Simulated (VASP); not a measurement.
Wanted: the native input for a VASP 6.6.1 run.

```
Task                   : single point
Functional             : LDA
Potentials or basis    : VASP PAW LDA potentials, release 64 (V_sv)
Cutoff                 : 520 eV
k mesh                 : 12 × 12 × 6
Occupations            : fermi-dirac, width 0.05 eV
Spin                   : collinear spin, ferromagnetic start
Starting moments       : [2.0, 2.0] μB
Dipole correction      : no
Further INCAR settings : ALGO = Normal; EDIFF = 1e-06; NBANDS = 24
```

The structure of V lies in POSCAR:

```
V
1.0
    2.6215415862      0.0000000000      0.0000000000
   -1.3107707930      2.2703216106      0.0000000000
    0.0000000000      0.0000000000      4.7546172825
V
2
Direct
    0.3333333333      0.6666666667      0.2500000000
    0.6666666667      0.3333333333      0.7500000000
```

This isn't the form of V at room conditions, which is bcc.

The input as run:

INCAR

```
SYSTEM = V
PREC = Accurate ; ENCUT = 520
EDIFF = 1E-6 ; ISMEAR = -1
SIGMA = 0.05 ; LREAL = .FALSE.
LASPH = .TRUE. ; NELM = 150
ALGO = Normal ; ISIF = 2
LWAVE = .FALSE. ; LCHARG = .FALSE.
ISPIN = 2 ; MAGMOM = 2 2
LORBIT = 11 ; LMAXMIX = 4
NBANDS = 24
```

KPOINTS

```
Automatic mesh
0
G
  12 12 6
  0 0 0
```

Potentials or basis: VASP PAW LDA potentials, release 64 (V_sv).

The run is started by

```bash
$ cat potpaw_LDA.64/V_sv/POTCAR > POTCAR
$ mpirun -np 1 vasp_std > vasp.out
```

Results of the run:

```
Pressure                                              : -15.4 GPa
Band gap on the k mesh                                : zero (filled and empty bands overlap)
Net moment                                            : 0.00 μB per cell
Valence electrons inside the program's atomic spheres : V 11.62
```

Caveat: the cell stands under tension.

Run time: 70 s on 1 thread of AMD EPYC 9R45 (Zen 5), on a shared host, peak memory 0.14 GiB.
